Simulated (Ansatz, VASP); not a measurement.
# InP: VASP beside Ansatz

Contents of POSCAR:

```
InP
1.0
    0.0000000000      2.9305000000      2.9305000000
    2.9305000000      0.0000000000      2.9305000000
    2.9305000000      2.9305000000      0.0000000000
In P
1 1
Direct
    0.0000000000      0.0000000000      0.0000000000
    0.2500000000      0.2500000000      0.2500000000
```

The input INCAR.step1:

```
SYSTEM = InP
PREC = Accurate ; ENCUT = 520
ISMEAR = 1 ; SIGMA = 0.02
LREAL = .FALSE. ; LASPH = .TRUE.
NELM = 60 ; NBANDS = 16
GGA = PE ; ALGO = Normal
EDIFF = 1E-4 ; LWAVE = .TRUE.
LCHARG = .FALSE.
```

The input INCAR.step2:

```
SYSTEM = InP
PREC = Accurate ; ENCUT = 520
EDIFF = 1E-7 ; ISMEAR = 1
SIGMA = 0.02 ; LREAL = .FALSE.
LASPH = .TRUE. ; NELM = 60
ALGO = Normal ; ISIF = 2
LWAVE = .FALSE. ; LCHARG = .FALSE.
METAGGA = R2SCAN ; LMIXTAU = .TRUE.
NBANDS = 16 ; ISTART = 1
```

KPOINTS

```
regular mesh
0
G
  6 6 6
  0 0 0
```

Input for Ansatz:

```yaml
crystal:
  lattice:
    - [0.0, 2.9305, 2.9305]
    - [2.9305, 0.0, 2.9305]
    - [2.9305, 2.9305, 0.0]
  atoms:
    - { symbol: In, position: [0.0, 0.0, 0.0] }
    - { symbol: P, position: [0.25, 0.25, 0.25] }
basis:
  ecutwfc: 500.0
kpoints:
  mp_grid:
    grid: [6, 6, 6]
hamiltonian:
  xc: r2scan
scf:
  occupations:
    method: methfessel_paxton
    width: 0.02
output:
  forces: true
  stress: true
```

Alike in both runs: task single point; functional r2SCAN; k mesh 6 × 6 × 6; occupations methfessel-paxton of order 1, width 0.02 eV; no spin polarisation.

```csv
,VASP,Ansatz
version,VASP 6.6.1,Ansatz 0.2.0
potentials or method,"VASP PAW PBE potentials, release 64 (In_d, P), cutoff 520 eV","plane waves, PAW"
valence electrons in the cell,18,18
```

VASP gave:

```
pressure (GPa) : 1.6
```

**Question.** Estimate Ansatz's values.

**Answer.** Pressure (GPa): 1.7.

VASP's potentials were made for PBE, not for r2SCAN.
